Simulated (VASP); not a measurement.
# SnO (P4/nmm) in VASP: relaxation of shape and atoms at fixed volume with r2SCAN

Aim: the relaxation of shape and atoms at fixed volume of SnO with r2SCAN.

All numbers are computed with VASP 6.6.1; they aren't measurements. Logs are shortened: lines on timing, memory, paths and dates and some standing lists are left out, and cuts for length are marked.

## 1. The cell of the first run

The structure is tetragonal, space group P4/nmm (No. 129). Conventional cell: a = 3.770 Å, b = 3.770 Å, c = 4.881 Å, α = 90.00°, β = 90.00°, γ = 90.00°. Sn (site symmetry 4mm) has 4 O at 2.20 Å within 2.9 Å. Within 2.9 Å of O (site symmetry -4m2) lie 4 Sn at 2.20 Å and 4 O at 2.67 Å.

## 2. Relaxation of shape and atoms at fixed volume, r2SCAN (17.35 Å³/atom)

POSCAR

```
SnO
1.0
    3.7702297072      0.0000000000      0.0000000000
    0.0000000000      3.7702297072      0.0000000000
    0.0000000000      0.0000000000      4.8810613893
Sn O
2 2
Direct
    0.5000000000      0.0000000000      0.2325790632
    0.0000000000      0.5000000000      0.7674209368
    0.0000000000      0.0000000000      0.0000000000
    0.5000000000      0.5000000000      0.0000000000
```

INCAR.step1

```
  PREC = Accurate
  ENCUT = 600
  ISMEAR = 0
  SIGMA = 0.01
  LREAL = F
  LASPH = T
  NELM = 80
  GGA = PE
  ALGO = Normal
  EDIFF = 1E-4
  LWAVE = T
  LCHARG = F
  KPAR = 4
```

INCAR.step2

```
  PREC = Accurate
  ENCUT = 600
  EDIFF = 1E-6
  ISMEAR = 0
  SIGMA = 0.01
  LREAL = F
  LASPH = T
  NELM = 80
  ALGO = Normal
  ISIF = 4
  LWAVE = F
  LCHARG = F
  METAGGA = R2SCAN
  LMIXTAU = T
  IBRION = 2
  NSW = 50
  EDIFFG = -0.01
  ISTART = 1
  KPAR = 4
```

KPOINTS

```
Automatic mesh
0
Gamma
  10 10 8
```

Potentials or basis: VASP PAW PBE potentials, release 64 (Sn_d, O).

Started as:

```
> cat potpaw_PBE.64/Sn_d/POTCAR potpaw_PBE.64/O/POTCAR > POTCAR
> cp INCAR.step1 INCAR
> mpirun -np 4 vasp_std > vasp.out
> cp INCAR.step2 INCAR
> mpirun -np 4 vasp_std > vasp.out
```

OUTCAR:

```text
PREC = Accurate
   ENCUT = 600
   EDIFF = 1E-6
   ISMEAR = 0
   LREAL = F
   LASPH = T
   NELM = 80
   ISIF = 4
   METAGGA = R2SCAN
   IBRION = 2
   NSW = 50
   EDIFFG = -0.01
   ISTART = 1

 ion  position               nearest neighbor table
   1  0.500  0.000  0.233-   3 2.20   4 2.20   4 2.20   3 2.20   2 3.50   2 3.50   2 3.50   2 3.50
                             2 3.73   2 3.73   2 3.73   2 3.73
   2  0.000  0.500  0.767-   3 2.20   4 2.20   3 2.20   4 2.20   1 3.50   1 3.50   1 3.50   1 3.50
                             1 3.73   1 3.73   1 3.73   1 3.73
   3  0.000  0.000  0.000-   1 2.20   2 2.20   2 2.20   1 2.20
   4  0.500  0.500  0.000-   1 2.20   2 2.20   1 2.20   2 2.20

  LATTYP: Found a simple tetragonal cell.
 ALAT       =     3.7702297072
 C/A-ratio  =     1.2946323615

  Lattice vectors:

 A1 = (   3.7702297072,   0.0000000000,   0.0000000000)
 A2 = (   0.0000000000,   3.7702297072,   0.0000000000)
 A3 = (   0.0000000000,   0.0000000000,   4.8810613893)

Analysis of symmetry for initial positions (statically):
=====================================================================
 Subroutine PRICEL returns:
 Original cell was already a primitive cell.

 Routine SETGRP: Setting up the symmetry group for a
 simple tetragonal supercell.

 Subroutine GETGRP returns: Found 16 space group operations
 (whereof  8 operations were pure point group operations)
 out of a pool of 16 trial point group operations.

The static configuration has the point symmetry D_2d.
 The point group associated with its full space group is D_4h.

Analysis of symmetry for dynamics (positions and initial velocities):
=====================================================================
 Subroutine PRICEL returns:
 Original cell was already a primitive cell.

 Routine SETGRP: Setting up the symmetry group for a
 simple tetragonal supercell.

 Subroutine GETGRP returns: Found 16 space group operations
 (whereof  8 operations were pure point group operations)
 out of a pool of 16 trial point group operations.

The dynamic configuration has the point symmetry D_2d.
 The point group associated with its full space group is D_4h.

 Subroutine INISYM returns: Found 16 space group operations
 (whereof  8 operations are pure point group operations),
 and found     1 'primitive' translations

----------------------------------------------------------------------------------------

                                     Primitive cell

  volume of cell :      69.3825

  direct lattice vectors                    reciprocal lattice vectors
     3.770229707  0.000000000  0.000000000     0.265235828  0.000000000  0.000000000
     0.000000000  3.770229707  0.000000000     0.000000000  0.265235828  0.000000000
     0.000000000  0.000000000  4.881061389     0.000000000  0.000000000  0.204873473

  length of vectors
     3.770229707  3.770229707  4.881061389     0.265235828  0.265235828  0.204873473

  position of ions in fractional coordinates (direct lattice)
     0.500000000  0.000000000  0.232579063
     0.000000000  0.500000000  0.767420937
     0.000000000  0.000000000  0.000000000
     0.500000000  0.500000000  0.000000000

  ion indices of the primitive-cell ions
   primitive index   ion index
                 1           1
                 2           2
                 3           3
                 4           4

----------------------------------------------------------------------------------------

 KPOINTS: Automatic mesh

Automatic generation of k-mesh.
 Grid dimensions read from file:
 generate k-points for:   10   10    8

 Generating k-lattice:

  Cartesian coordinates                     Fractional coordinates (reciprocal lattice)
     0.026523583  0.000000000  0.000000000     0.100000000  0.000000000  0.000000000
     0.000000000  0.026523583  0.000000000     0.000000000  0.100000000  0.000000000
     0.000000000  0.000000000  0.025609184     0.000000000  0.000000000  0.125000000

  Length of vectors
     0.026523583  0.026523583  0.025609184

  Shift w.r.t. Gamma in fractional coordinates (k-lattice)
     0.000000000  0.000000000  0.000000000

 Subroutine IBZKPT returns following result:
 ===========================================

 Found    105 irreducible k-points:

 Following reciprocal coordinates:
            Coordinates               Weight
  0.000000  0.000000  0.000000      1.000000
  0.100000  0.000000  0.000000      4.000000
  0.200000  0.000000  0.000000      4.000000
  0.300000  0.000000  0.000000      4.000000
  0.400000  0.000000  0.000000      4.000000
  0.500000  0.000000  0.000000      2.000000
[... 16 lines left out ...]
  0.100000  0.000000  0.125000      8.000000
  0.200000  0.000000  0.125000      8.000000
 [... further k-points ...]
   k-points           NKPTS =    105   k-points in BZ     NKDIM =    105   number of bands    NBANDS=     24
   number of dos      NEDOS =    301   number of ions     NIONS =      4
   total plane-waves  NPLWV =  36000
   dimension x,y,z NGX =    30 NGY =   30 NGZ =   40
   dimension x,y,z NGXF=    60 NGYF=   60 NGZF=   80
   ions per type =               2   2
   NGX,Y,Z   is equivalent  to a cutoff of  13.23, 13.23, 13.62 a.u.
   NGXF,Y,Z  is equivalent  to a cutoff of  26.46, 26.46, 27.25 a.u.
 SYSTEM =  unknown system
   PREC   = accura    normal or accurate (medium, high low for compatibility)
   ISTART =      1    job   : 0-new  1-cont  2-samecut
   ICHARG =      0    charge: 1-file 2-atom 10-const
   ISPIN  =      1    spin polarized calculation?
   LNONCOLLINEAR =      F non collinear calculations
   LSORBIT =      F    spin-orbit coupling
   LASPH  =      T    aspherical Exc in radial PAW
   ENCUT  =  600.0 eV  44.10 Ry    6.64 a.u.   7.53  7.53  9.75*2*pi/ulx,y,z
   NELM   =     80;   NELMIN=  2; NELMDL=  0     # of ELM steps
   EDIFF  = 0.1E-05   stopping-criterion for ELM
   LREAL  =      F    real-space projection
   EDIFFG = -.1E-01   stopping-criterion for IOM
   NSW    =     50    number of steps for IOM
   IBRION =      2    ionic relax: 0-MD 1-quasi-New 2-CG
   NFREE  =      1    steps in history (QN), initial steepest desc. (CG)
   ISIF   =      4    stress and relaxation
   ISYM   =      2    0-nonsym 1-usesym 2-fastsym
   POTIM  = 0.5000    time-step for ionic-motion
   TEBEG  =    0.0;   TEEND  =   0.0 temperature during run
   PSTRESS=    0.0 pullay stress
   NELECT =      40.0000    total number of electrons
   NUPDOWN=      -1.0000    fix difference up-down
   EMIN   =  10.00;   EMAX   =-10.00  energy-range for DOS
   EFERMI =   0.00;   METHOD = LEGACY
   ISMEAR =     0;   SIGMA  =   0.01  broadening in eV -4-tet -1-fermi 0-gaus
   EFERMI_NEDOS =   21; number of points for ismear=-14 and -15
   IALGO  =     38    algorithm
   IMIX   =      4    mixing-type and parameters
     AMIX     =   0.40;   BMIX     =  1.00
     AMIX_MAG =   1.60;   BMIX_MAG =  1.00
  volume/ion in A,a.u.               =      17.35       117.05
  Fermi-wavevector in a.u.,A,eV,Ry     =   1.362526  2.574801 25.258912  1.856478
  Thomas-Fermi vector in A             =   2.489008
   LORBIT       =      0    0 simple, 1 ext, 2 COOP (PROOUT), +10 PAW based schemes
   METAGGA = R2SCAN    functional components
   LHFCALC =     F    Hartree Fock is set to
   AEXX    =    0.0000 exact exchange contribution
   IVDW    =     0    specifies the selected vdW correction
   LEPSILON=     F    determine dielectric tensor
   LRPA    =     F    only Hartree local field effects (RPA)
 conjugate gradient relaxation of ions
 non-spin polarized calculation
 Gauss-broadening in eV      SIGMA  =   0.01
  energy-cutoff  :      600.00
  volume of cell :       69.38
 maximum number of plane-waves:      2340
   NGX = 15   NGY = 15   NGZ = 19

--------------------------------------- Ionic step        1  -------------------------------------------

 number of electron      40.0000018 magnetization

 Free energy of the ion-electron system (eV)
  ---------------------------------------------------
  ext. energy  EPLUGINS =         0.00000000
  ---------------------------------------------------
  free energy    TOTEN  =       -66.88171727 eV

  energy without entropy =      -66.88171727  energy(sigma->0) =      -66.88171727

------------------------ aborting loop because EDIFF is reached ----------------------------------------

  FORCE on cell =-STRESS in cart. coord.  units (eV):
  Direction    XX          YY          ZZ          XY          YZ          ZX
  --------------------------------------------------------------------------------------
  -------------------------------------------------------------------------------------
  Total        1.7383765      1.7383765      1.3513511      0.0000000      0.0000000      0.0000000
  in kB       40.1425103     40.1425103     31.2053375      0.0000000      0.0000000      0.0000000
  external PRESSURE =      37.1634527 kB  Pullay stress =       0.0000000 kB
[... 137 lines left out ...]
  energy  without entropy=      -66.9046088741  energy(sigma->0) =      -66.90460887

--------------------------------------- Ionic step        5  -------------------------------------------

 number of electron      40.0000029 magnetization

 Free energy of the ion-electron system (eV)
  ---------------------------------------------------
  ext. energy  EPLUGINS =         0.00000000
  ---------------------------------------------------
  free energy    TOTEN  =       -66.90613731 eV

  energy without entropy =      -66.90613731  energy(sigma->0) =      -66.90613731

 E-fermi :   7.3520     XC(G=0): -10.9980

 val. band max:        7.2979362320   @ k =   0.0000   0.0000   0.0000
 cond. band min:       7.4049958017   @ k =   0.5000   0.5000   0.0000
 fundamental gap:      0.1070595697
 Fermi energy:         7.3520078836

 k-point     1 :       0.0000    0.0000    0.0000
  band No.  band energies     occupation
      1     -15.7023      2.00000
      2     -15.1386      2.00000
      3     -15.1304      2.00000
      4     -15.1304      2.00000
      5     -15.0813      2.00000
      6     -15.0602      2.00000
[... 637 lines left out ...]
     23      11.9313      0.00000
     24      12.8975      0.00000

 [... further k-points ...]

------------------------ aborting loop because EDIFF is reached ----------------------------------------

  FORCE on cell =-STRESS in cart. coord.  units (eV):
  Direction    XX          YY          ZZ          XY          YZ          ZX
  --------------------------------------------------------------------------------------
  -------------------------------------------------------------------------------------
  Total        0.3525162      0.3525162      0.3547285      0.0000000      0.0000000      0.0000000
  in kB        8.1402872      8.1402872      8.1913755      0.0000000      0.0000000      0.0000000
  external PRESSURE =       8.1573166 kB  Pullay stress =       0.0000000 kB
[... 19 lines left out ...]
  FREE ENERGIE OF THE ION-ELECTRON SYSTEM (eV)
  ---------------------------------------------------
  free  energy   TOTEN  =       -66.9061373108 eV

  energy  without entropy=      -66.9061373108  energy(sigma->0) =      -66.90613731

 reached required accuracy - stopping structural energy minimisation
```

Run time: 21 min. Hardware: 4 MPI ranks of Oxide Virtual Turin-like, shared host; peak memory 0.31 GiB.

Results:

```yaml
Free_energy: -66.9061 eV
Energy_gained_by_relaxing: 6.1 meV/atom
Ionic_steps: 5
Pressure_after_relaxing: 0.8 GPa
Largest_force_after_relaxing: 0.005 eV/Å
Band_gap_on_the_k_mesh: 0.11 eV (least direct gap 2.25 eV)
```

Forces on the atoms (eV/Å):
```
Sn   0.000  0.000  0.005
Sn   0.000  0.000 -0.005
O    0.000  0.000  0.000
O    0.000  0.000  0.000
```

The path:
| step | energy change (eV) | largest force (eV/Å) | pressure (GPa) | volume (Å³) |
| --- | --- | --- | --- | --- |
| 1 | 0.0000 | 0.6077 | 3.72 | 69.38 |
| 2 | -0.0194 | 0.0041 | 1.57 | 69.38 |
| 3 | -0.0195 | 0.0394 | 1.43 | 69.38 |
| 4 | -0.0229 | 0.0182 | 1.15 | 69.38 |
| 5 | -0.0244 | 0.0048 | 0.82 | 69.38 |

Final structure:
```
Sn O
1.0
     3.80333    0.00000    0.00000
     0.00000    3.80333    0.00000
     0.00000    0.00000    4.79647
Sn O
2 2
Direct
  0.50000 0.00000 0.23978
  0.00000 0.50000 0.76022
  0.00000 0.00000 0.00000
  0.50000 0.50000 0.00000
```

Caveat: semilocal functionals underestimate gaps, and a narrow one can read as zero; the PAW data sets were made with another functional, which shifts forces and pressure a little; spin-orbit coupling is left out, which moves the levels of the heavy elements. A k mesh can miss the band edges.
